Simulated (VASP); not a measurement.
Write the native input for VASP 6.6.1 that does the following.

```
Task                   : relaxation of cell and atoms
Functional             : PBEsol
Potentials or basis    : VASP PAW PBE potentials, release 64 (K_sv, Br)
Cutoff                 : 600 eV
k mesh                 : 6 × 6 × 6
Occupations            : gaussian, width 0.01 eV
Spin                   : no spin polarisation
Target pressure        : -2 GPa
Dipole correction      : no
Further INCAR settings : ALGO = Normal; EDIFF = 1e-06; IBRION = 2; EDIFFG = -0.002; NSW = 100; ISIF = 3
```

The structure of KBr lies in POSCAR:

```
KBr
1.0
    3.2745281208      3.2745281208      0.0000000000
   -3.2745281208      3.2745281208      0.0000000000
    0.0000000000      3.2745281208      3.2745281208
K Br
1 1
Direct
    0.0000000000      0.0000000000      0.0000000000
    0.5000000000      0.5000000000      0.0000000000
```

One way to write it, as run:

INCAR

```
PREC = Accurate
ENCUT = 600
EDIFF = 1E-6
ISMEAR = 0
SIGMA = 0.01
LREAL = False
LASPH = True
NELM = 60
ALGO = Normal
ISIF = 3
LWAVE = False
LCHARG = False
GGA = PS
IBRION = 2
NSW = 100
EDIFFG = -0.002
PSTRESS = -20.0
```

KPOINTS

```
regular mesh
0
Gamma
  6 6 6
```

Potentials or basis: VASP PAW PBE potentials, release 64 (K_sv, Br).

The run is started by

```bash
$ cat potpaw_PBE.64/K_sv/POTCAR potpaw_PBE.64/Br/POTCAR > POTCAR
$ mpirun -np 1 vasp_std > vasp.out
```

Results of the run:

```
Relaxed volume                                         : 44.24 Å³/atom
Relaxed cell                                           : a = 5.002 Å, b = 5.002 Å, c = 5.002 Å, α = 60.00°, β = 60.00°, γ = 90.00°
Space group after relaxing (to 0.05 Å)                 : Fm-3m (No. 225)
Energy change on relaxing (the enthalpy is what falls) : +70.0 meV/atom
Ionic steps                                            : 5
Pressure after relaxing                                : -2.0 GPa
Band gap on the k mesh                                 : 3.84 eV, direct
```

Caveat: the cell is relaxed towards a set pressure, so the enthalpy falls and the energy may rise; the volume moved by over 15 % at a fixed basis, so the end points are rough; the PAW data sets were made with another functional, which shifts forces and pressure a little.

Wall time 57 s on 1 thread of Intel(R) Xeon(R) Platinum 8488C (Sapphire Rapids), on a shared host, peak memory 0.25 GiB.
